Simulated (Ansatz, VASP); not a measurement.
# One calculation of TiAl, two programs

Contents of POSCAR:

```
TiAl
1.0
    3.1677207400      0.0000000000      0.0000000000
    0.0000000000      3.1677207400      0.0000000000
    0.0000000000      0.0000000000      3.1677207400
Ti Al
1 1
Direct
    0.5000000000      0.5000000000      0.5000000000
    0.0000000000      0.0000000000      0.0000000000
```

File INCAR.step1:

```
PREC = Accurate
ENCUT = 600
ISMEAR = 0
SIGMA = 0.1
LREAL = False
LASPH = True
NELM = 60
GGA = PE
ALGO = Normal
EDIFF = 1E-4
LWAVE = True
LCHARG = False
```

File INCAR.step2:

```
PREC = Accurate
ENCUT = 600
EDIFF = 1E-7
ISMEAR = 0
SIGMA = 0.1
LREAL = False
LASPH = True
NELM = 60
ALGO = Normal
ISIF = 3
LWAVE = False
LCHARG = False
METAGGA = R2SCAN
LMIXTAU = True
IBRION = 2
NSW = 100
EDIFFG = -0.005
ISTART = 1
```

The input KPOINTS:

```
regular mesh
0
Gamma
  14 14 14
```

Input for Ansatz:

```yaml
crystal:
  lattice:
    - [3.16772074, 0.0, 0.0]
    - [0.0, 3.16772074, 0.0]
    - [0.0, 0.0, 3.16772074]
  atoms:
    - { symbol: Ti, position: [0.5, 0.5, 0.5] }
    - { symbol: Al, position: [0.0, 0.0, 0.0] }
basis:
  ecutwfc: 500
kpoints:
  mp_grid: { grid: [14, 14, 14] }
hamiltonian:
  xc: r2scan
scf:
  occupations: { method: gaussian, width: 0.1 }
output:
  forces: true
  stress: true
  eigenvalues: true
  write_density: true
  write_potential: true
  elf: true
  volumetric_format: npy
relax:
  adjacent_minimum: "off"
  f_tol: 0.005
  max_steps: 80
  cell: { stress_tol: 0.05 }
```

Alike in both runs: task relaxation of cell and atoms; functional r2SCAN; k mesh 14 × 14 × 14; occupations gaussian, width 0.1 eV; no spin polarisation.

|  | VASP | Ansatz |
| --- | --- | --- |
| version | VASP 6.6.1 | Ansatz 0.2.0 |
| potentials or method | VASP PAW PBE potentials, release 64 (Ti_sv, Al), cutoff 600 eV | scalar-relativistic, plane waves, PAW |
| valence electrons in the cell | 15 | 15 |

VASP gave:

* gap on the k mesh at the Fermi level, each at its own relaxed structure (eV): none
* relaxed volume (Å³/atom): 15.97
* relaxed cell length with the largest relative difference (Å): 3.173

Task: What did Ansatz give for the same quantities?

Result: gap on the k mesh at the Fermi level, each at its own relaxed structure (eV): none; relaxed volume (Å³/atom): 15.95; relaxed cell length with the largest relative difference (Å): 3.171.

VASP's potentials were made for PBE, not for r2SCAN. A gap of «none» marks a metal or a gap that the smearing closes.
